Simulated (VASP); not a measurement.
# ScIn3 (Pm-3m) in VASP: further runs

ScIn3 is run at these levels: LDA; tasks: single point.

Everything below comes from runs of VASP 6.6.1. Logs are shortened: lines on timing, memory, paths and dates and some standing lists are left out, and cuts for length are marked.

## Step 1: The cell of the first run

Symmetry: Pm-3m, No. 221, cubic system. Conventional cell: a = 4.274 Å, b = 4.274 Å, c = 4.274 Å, α = 90.00°, β = 90.00°, γ = 90.00°. Within 4.0 Å of Sc (site symmetry m-3m) lie 12 In at 3.02 Å. Within 4.0 Å of In (site symmetry 4/mmm) lie 4 Sc at 3.02 Å and 8 In at 3.02 Å.

## Step 2: Single point, LDA

INCAR reads:

```
PREC     = Accurate       # precision mode
ENCUT    = 520            # plane-wave cutoff, eV
EDIFF    = 1E-6           # SCF threshold, eV
ISMEAR   = 1              # smearing method
SIGMA    = 0.05           # smearing width, eV
LREAL    = False          # projectors in reciprocal space
LASPH    = True           # aspherical terms in the spheres
NELM     = 60             # most SCF steps
ALGO     = Normal         # electronic algorithm
ISIF     = 2              # what is computed and relaxed
LWAVE    = False          # write WAVECAR
LCHARG   = False          # write CHGCAR
NBANDS   = 33             # bands
```

KPOINTS reads:

```
Automatic mesh
0
Gamma
  5 5 5
```

POSCAR reads:

```
ScIn3
1.0
    4.2739465125      0.0000000000      0.0000000000
    0.0000000000      4.2739465125      0.0000000000
    0.0000000000      0.0000000000      4.2739465125
Sc In
1 3
Direct
    0.0000000000      0.0000000000      0.0000000000
    0.0000000000      0.5000000000      0.5000000000
    0.5000000000      0.0000000000      0.5000000000
    0.5000000000      0.5000000000      0.0000000000
```

Potentials or basis: VASP PAW LDA potentials, release 64 (Sc_sv, In_d).

The run is started by

```
$ cat potpaw_LDA.64/Sc_sv/POTCAR potpaw_LDA.64/In_d/POTCAR > POTCAR
$ mpirun -np 1 vasp_std > vasp.out
```

OUTCAR:

```text
PREC = Accurate
   ENCUT = 520
   EDIFF = 1E-6
   ISMEAR = 1
   LREAL = False
   LASPH = True
   NELM = 60
   ISIF = 2

 ion  position               nearest neighbor table
   1  0.000  0.000  0.000-   2 3.02   3 3.02   4 3.02   2 3.02   3 3.02   2 3.02   4 3.02   2 3.02
                             3 3.02   4 3.02   3 3.02   4 3.02
   2  0.000  0.500  0.500-   1 3.02   3 3.02   4 3.02   1 3.02   4 3.02   1 3.02   3 3.02   1 3.02
                             3 3.02   4 3.02   4 3.02   3 3.02
   3  0.500  0.000  0.500-   1 3.02   2 3.02   4 3.02   1 3.02   4 3.02   2 3.02   4 3.02   4 3.02
                             1 3.02   2 3.02   1 3.02   2 3.02
   4  0.500  0.500  0.000-   1 3.02   2 3.02   3 3.02   2 3.02   3 3.02   1 3.02   3 3.02   3 3.02
                             1 3.02   2 3.02   2 3.02   1 3.02

  LATTYP: Found a simple cubic cell.
 ALAT       =     4.2739465125

  Lattice vectors:

 A1 = (   4.2739465125,   0.0000000000,   0.0000000000)
 A2 = (   0.0000000000,   4.2739465125,   0.0000000000)
 A3 = (   0.0000000000,   0.0000000000,   4.2739465125)

Analysis of symmetry for initial positions (statically):
=====================================================================
 Subroutine PRICEL returns:
 Original cell was already a primitive cell.

 Routine SETGRP: Setting up the symmetry group for a
 simple cubic supercell.

 Subroutine GETGRP returns: Found 48 space group operations
 (whereof 48 operations were pure point group operations)
 out of a pool of 48 trial point group operations.

The static configuration has the point symmetry O_h .

Analysis of symmetry for dynamics (positions and initial velocities):
=====================================================================
 Subroutine PRICEL returns:
 Original cell was already a primitive cell.

 Routine SETGRP: Setting up the symmetry group for a
 simple cubic supercell.

 Subroutine GETGRP returns: Found 48 space group operations
 (whereof 48 operations were pure point group operations)
 out of a pool of 48 trial point group operations.

The dynamic configuration has the point symmetry O_h .

 Subroutine INISYM returns: Found 48 space group operations
 (whereof 48 operations are pure point group operations),
 and found     1 'primitive' translations

----------------------------------------------------------------------------------------

                                     Primitive cell

  volume of cell :      78.0706

  direct lattice vectors                    reciprocal lattice vectors
     4.273946513  0.000000000  0.000000000     0.233975787  0.000000000  0.000000000
     0.000000000  4.273946513  0.000000000     0.000000000  0.233975787  0.000000000
     0.000000000  0.000000000  4.273946513     0.000000000  0.000000000  0.233975787

  length of vectors
     4.273946513  4.273946513  4.273946513     0.233975787  0.233975787  0.233975787

  position of ions in fractional coordinates (direct lattice)
     0.000000000  0.000000000  0.000000000
     0.000000000  0.500000000  0.500000000
     0.500000000  0.000000000  0.500000000
     0.500000000  0.500000000  0.000000000

  ion indices of the primitive-cell ions
   primitive index   ion index
                 1           1
                 2           2
                 3           3
                 4           4

----------------------------------------------------------------------------------------

 KPOINTS: Automatic mesh

Automatic generation of k-mesh.
 Grid dimensions read from file:
 generate k-points for:    5    5    5

 Generating k-lattice:

  Cartesian coordinates                     Fractional coordinates (reciprocal lattice)
     0.046795157  0.000000000  0.000000000     0.200000000  0.000000000  0.000000000
     0.000000000  0.046795157  0.000000000     0.000000000  0.200000000  0.000000000
     0.000000000  0.000000000  0.046795157     0.000000000  0.000000000  0.200000000

  Length of vectors
     0.046795157  0.046795157  0.046795157

  Shift w.r.t. Gamma in fractional coordinates (k-lattice)
     0.000000000  0.000000000  0.000000000

 Subroutine IBZKPT returns following result:
 ===========================================

 Found     10 irreducible k-points:

 Following reciprocal coordinates:
            Coordinates               Weight
  0.000000  0.000000  0.000000      1.000000
  0.200000  0.000000  0.000000      6.000000
  0.400000  0.000000  0.000000      6.000000
  0.200000  0.200000  0.000000     12.000000
  0.400000  0.200000  0.000000     24.000000
  0.400000  0.400000  0.000000     12.000000
  0.200000  0.200000  0.200000      8.000000
  0.400000  0.200000  0.200000     24.000000
  0.400000  0.400000  0.200000     24.000000
  0.400000  0.400000  0.400000      8.000000
   k-points           NKPTS =     10   k-points in BZ     NKDIM =     10   number of bands    NBANDS=     33
   number of dos      NEDOS =    301   number of ions     NIONS =      4
   total plane-waves  NPLWV =  32768
   dimension x,y,z NGX =    32 NGY =   32 NGZ =   32
   dimension x,y,z NGXF=    64 NGYF=   64 NGZF=   64
   ions per type =               1   3
   NGX,Y,Z   is equivalent  to a cutoff of  12.45, 12.45, 12.45 a.u.
   NGXF,Y,Z  is equivalent  to a cutoff of  24.89, 24.89, 24.89 a.u.
 SYSTEM =  unknown system
   PREC   = accura    normal or accurate (medium, high low for compatibility)
   ISTART =      0    job   : 0-new  1-cont  2-samecut
   ICHARG =      2    charge: 1-file 2-atom 10-const
   ISPIN  =      1    spin polarized calculation?
   LNONCOLLINEAR =      F non collinear calculations
   LSORBIT =      F    spin-orbit coupling
   LASPH  =      T    aspherical Exc in radial PAW
   ENCUT  =  520.0 eV  38.22 Ry    6.18 a.u.   7.95  7.95  7.95*2*pi/ulx,y,z
   NELM   =     60;   NELMIN=  2; NELMDL= -5     # of ELM steps
   EDIFF  = 0.1E-05   stopping-criterion for ELM
   LREAL  =      F    real-space projection
   EDIFFG = 0.1E-04   stopping-criterion for IOM
   NSW    =      0    number of steps for IOM
   IBRION =     -1    ionic relax: 0-MD 1-quasi-New 2-CG
   NFREE  =      0    steps in history (QN), initial steepest desc. (CG)
   ISIF   =      2    stress and relaxation
   ISYM   =      2    0-nonsym 1-usesym 2-fastsym
   POTIM  = 0.5000    time-step for ionic-motion
   TEBEG  =    0.0;   TEEND  =   0.0 temperature during run
   PSTRESS=    0.0 pullay stress
   NELECT =      50.0000    total number of electrons
   NUPDOWN=      -1.0000    fix difference up-down
   EMIN   =  10.00;   EMAX   =-10.00  energy-range for DOS
   EFERMI =   0.00;   METHOD = LEGACY
   ISMEAR =     1;   SIGMA  =   0.05  broadening in eV -4-tet -1-fermi 0-gaus
   EFERMI_NEDOS =   21; number of points for ismear=-14 and -15
   IALGO  =     38    algorithm
   IMIX   =      4    mixing-type and parameters
     AMIX     =   0.40;   BMIX     =  1.00
     AMIX_MAG =   1.60;   BMIX_MAG =  1.00
  volume/ion in A,a.u.               =      19.52       131.71
  Fermi-wavevector in a.u.,A,eV,Ry     =   1.411137  2.666662 27.093373  1.991307
  Thomas-Fermi vector in A             =   2.533019
   LORBIT       =      0    0 simple, 1 ext, 2 COOP (PROOUT), +10 PAW based schemes
   GGA     = CA    functional components
   LHFCALC =     F    Hartree Fock is set to
   AEXX    =    0.0000 exact exchange contribution
   IVDW    =     0    specifies the selected vdW correction
   LEPSILON=     F    determine dielectric tensor
   LRPA    =     F    only Hartree local field effects (RPA)
 non-spin polarized calculation
 Methfessel and Paxton  Order N= 1 SIGMA  =   0.05
  energy-cutoff  :      520.00
  volume of cell :       78.07
 maximum number of plane-waves:      2121
 NGX is ok and might be reduce to    32
   NGX = 15   NGY = 15   NGZ = 15

 number of electron      50.0000029 magnetization

 Free energy of the ion-electron system (eV)
  ---------------------------------------------------
  ext. energy  EPLUGINS =         0.00000000
  ---------------------------------------------------
  free energy    TOTEN  =       -17.86478097 eV

  energy without entropy =      -17.86513703  energy(sigma->0) =      -17.86489966

 E-fermi :   9.8576     XC(G=0): -11.7894

 val. band max:        9.6169529599   @ k =   0.4000   0.0000   0.0000
 cond. band min:       9.8619437256   @ k =   0.2000   0.2000   0.0000
 fundamental gap:      0.2449907656
 Fermi energy:         9.8575751128

 k-point     1 :       0.0000    0.0000    0.0000
  band No.  band energies     occupation
      1     -39.2630      2.00000
      2     -18.3017      2.00000
      3     -18.3017      2.00000
      4     -18.3017      2.00000
      5      -5.7407      2.00000
      6      -5.6972      2.00000
[... 25 lines left out ...]
     32      14.4833      0.00000
     33      14.4833      0.00000

 k-point     2 :       0.2000    0.0000    0.0000
  band No.  band energies     occupation
      1     -39.2627      2.00000
      2     -18.3099      2.00000
      3     -18.3022      2.00000
      4     -18.3022      2.00000
      5      -5.6768      2.00000
      6      -5.6665      2.00000
[... 25 lines left out ...]
     32      14.5378      0.00000
     33      14.5378      0.00000

 k-point     3 :       0.4000    0.0000    0.0000
  band No.  band energies     occupation
      1     -39.2622      2.00000
      2     -18.3232      2.00000
      3     -18.3031      2.00000
      4     -18.3031      2.00000
      5      -5.6402      2.00000
      6      -5.5090      2.00000
[... 25 lines left out ...]
     32      13.3858      0.00000
     33      13.8293      0.00000

 k-point     4 :       0.2000    0.2000    0.0000
  band No.  band energies     occupation
      1     -39.2624      2.00000
      2     -18.3110      2.00000
      3     -18.3084      2.00000
      4     -18.3027      2.00000
      5      -5.6225      2.00000
      6      -5.6205      2.00000
[... 169 lines left out ...]
     32      14.4085      0.00000
     33      15.2362      0.00000

 k-point     9 :       0.4000    0.4000    0.2000
  band No.  band energies     occupation
      1     -39.2615      2.00000
      2     -18.3188      2.00000
      3     -18.3177      2.00000
      4     -18.3085      2.00000
      5      -5.5076      2.00000
      6      -5.4204      2.00000
[... 25 lines left out ...]
     32      14.3891      0.00000
     33      15.5708      0.00000

 k-point    10 :       0.4000    0.4000    0.4000
  band No.  band energies     occupation
      1     -39.2612      2.00000
      2     -18.3168      2.00000
      3     -18.3153      2.00000
      4     -18.3153      2.00000
      5      -5.5333      2.00000
      6      -5.4659      2.00000
[... 25 lines left out ...]
     32      13.2939      0.00000
     33      18.6386      0.00000

------------------------ aborting loop because EDIFF is reached ----------------------------------------

  FORCE on cell =-STRESS in cart. coord.  units (eV):
  Direction    XX          YY          ZZ          XY          YZ          ZX
  --------------------------------------------------------------------------------------
  -------------------------------------------------------------------------------------
  Total        3.7696197      3.7696197      3.7696197      0.0000000      0.0000000     -0.0000000
  in kB       77.3607849     77.3607849     77.3607849      0.0000000      0.0000000     -0.0000000
  external PRESSURE =      77.3607849 kB  Pullay stress =       0.0000000 kB

 VOLUME and BASIS-vectors are now :
 -----------------------------------------------------------------------------
  energy-cutoff  :      520.00
  volume of cell :       78.07
      direct lattice vectors                 reciprocal lattice vectors
     4.273946513  0.000000000  0.000000000     0.233975787  0.000000000  0.000000000
     0.000000000  4.273946513  0.000000000     0.000000000  0.233975787  0.000000000
     0.000000000  0.000000000  4.273946513     0.000000000  0.000000000  0.233975787

 POSITION                                       TOTAL-FORCE (eV/Angst)
 -----------------------------------------------------------------------------------
      0.00000      0.00000      0.00000         0.000000      0.000000      0.000000
      0.00000      2.13697      2.13697         0.000000      0.000000      0.000000
      2.13697      0.00000      2.13697         0.000000      0.000000      0.000000
      2.13697      2.13697      0.00000         0.000000      0.000000      0.000000
 -----------------------------------------------------------------------------------
    total drift:                                0.000000     -0.000000     -0.000000

  FREE ENERGIE OF THE ION-ELECTRON SYSTEM (eV)
  ---------------------------------------------------
  free  energy   TOTEN  =       -17.8647809717 eV

  energy  without entropy=      -17.8651370273  energy(sigma->0) =      -17.86489966
```

Wall time 21 s (1 thread of Intel Xeon 8259CL, shared host); peak memory 0.16 GiB.

Results:

```yaml
Free_energy: -17.8648 eV
Pressure: 7.7 GPa
Band_gap_on_the_k_mesh: zero (bands 25 and 26 overlap by 2.56 eV)
```

Levels at points of the mesh, in eV from the Fermi level:
```
           k point  band 21  band 22  band 23  band 24  band 25  band 26  band 27  band 28  band 29  band 30
(0.00, 0.00, 0.00)    -2.79    -2.79    -2.45    -2.45    -2.45     1.33     1.33     1.33     2.73     3.30
```

Caveat: the cell stands under pressure; spin-orbit coupling is left out, which moves the levels of the heavy elements.

## Step 3: Single point, LDA

This run uses another cell than the first one, of 20.40 Å³/atom.

INCAR reads:

```
  PREC = Accurate
  ENCUT = 520
  EDIFF = 1E-7
  ISMEAR = 1
  SIGMA = 0.05
  LREAL = F
  LASPH = T
  NELM = 60
  ALGO = Normal
  ISIF = 2
  LWAVE = F
  LCHARG = T
  LELF = T
  LVHAR = T
  NBANDS = 33
```

KPOINTS reads:

```
regular mesh
0
Gamma
  5 5 5
```

POSCAR reads:

```
ScIn3
1.0
    4.3377461649      0.0000000000      0.0000000000
    0.0000000000      4.3377461649      0.0000000000
    0.0000000000      0.0000000000      4.3377461649
Sc In
1 3
Direct
    0.0000000000      0.0000000000      0.0000000000
    0.0000000000      0.5000000000      0.5000000000
    0.5000000000      0.0000000000      0.5000000000
    0.5000000000      0.5000000000      0.0000000000
```

Potentials or basis: VASP PAW LDA potentials, release 64 (Sc_sv, In_d).

The run is started by

```
$ cat potpaw_LDA.64/Sc_sv/POTCAR potpaw_LDA.64/In_d/POTCAR > POTCAR
$ mpirun -np 1 vasp_std > vasp.out
```

Run time: 26 s. Hardware: 1 thread of Intel Xeon 8259CL, shared host; peak memory 0.16 GiB.

The run converged. Its results:

| Item | Value |
| --- | --- |
| Free energy | -17.9851 eV |
| Pressure | 3.1 GPa |
| Band gap on the k mesh | zero (bands 25 and 26 overlap by 2.43 eV) |

Levels at points of the mesh, in eV from the Fermi level:
```tsv
k point	band 21	band 22	band 23	band 24	band 25	band 26	band 27	band 28	band 29	band 30
(0.00, 0.00, 0.00)	-2.73	-2.73	-2.28	-2.28	-2.28	1.33	1.33	1.33	2.66	3.11
```

Caveat: the cell stands under pressure; spin-orbit coupling is left out, which moves the levels of the heavy elements.

## Step 4: Single point, LDA

This run uses another cell than the first one, of 21.29 Å³/atom.

INCAR reads:

```
PREC     = Accurate       # precision mode
ENCUT    = 520            # plane-wave cutoff, eV
EDIFF    = 1E-6           # SCF threshold, eV
ISMEAR   = 1              # smearing method
SIGMA    = 0.05           # smearing width, eV
LREAL    = False          # projectors in reciprocal space
LASPH    = True           # aspherical terms in the spheres
NELM     = 100            # most SCF steps
ALGO     = Normal         # electronic algorithm
ISIF     = 2              # what is computed and relaxed
LWAVE    = False          # write WAVECAR
LCHARG   = True           # write CHGCAR
LELF     = True           # ELF
LVHAR    = True         
NBANDS   = 33             # bands
```

KPOINTS reads:

```
Automatic mesh
0
Gamma
  5 5 5
```

POSCAR reads:

```
ScIn3
1.0
    4.3997223406      0.0000000000      0.0000000000
    0.0000000000      4.3997223406      0.0000000000
    0.0000000000      0.0000000000      4.3997223406
Sc In
1 3
Direct
    0.0000000000      0.0000000000      0.0000000000
    0.0000000000      0.5000000000      0.5000000000
    0.5000000000      0.0000000000      0.5000000000
    0.5000000000      0.5000000000      0.0000000000
```

The run is started by

```
$ cat potpaw_LDA.64/Sc_sv/POTCAR potpaw_LDA.64/In_d/POTCAR > POTCAR
$ mpirun -np 1 vasp_std > vasp.out
```

Wall time 28 s (1 thread of Intel Xeon 8259CL, shared host); peak memory 0.18 GiB.

It converged, with:

```yaml
Free_energy: -18.0156 eV
Pressure: -0.4 GPa
Band_gap_on_the_k_mesh: zero (bands 25 and 26 overlap by 2.28 eV)
```

Levels at points of the mesh, in eV from the Fermi level:
```
           k point  band 21  band 22  band 23  band 24  band 25  band 26  band 27  band 28  band 29  band 30
(0.00, 0.00, 0.00)    -2.68    -2.68    -2.11    -2.11    -2.11     1.32     1.32     1.32     2.59     2.92
```

Caveat: spin-orbit coupling is left out, which moves the levels of the heavy elements.

## Step 5: The runs side by side

| cell | gap on the mesh (eV) | pressure (GPa) |
| --- | --- | --- |
| a = 4.274 Å, 4 atoms | none | 7.7 |
| a = 4.338 Å, 4 atoms | none | 3.1 |
| a = 4.400 Å, 4 atoms | none | -0.4 |

Alike in all rows: task single point; level LDA; potentials or basis VASP PAW LDA potentials, release 64 (Sc_sv, In_d); no spin polarisation; k mesh 5 × 5 × 5; cutoff (eV) 520; smearing methfessel-paxton 0.05 eV.

Caveats: spin-orbit coupling is left out, which moves the levels of the heavy elements; the cell stands under pressure (at least some runs).

Total energies depend on the potentials used, so only differences within one code and one set of settings carry meaning.

The gap in the log of VASP goes by the Fermi energy; the results here count the filled bands.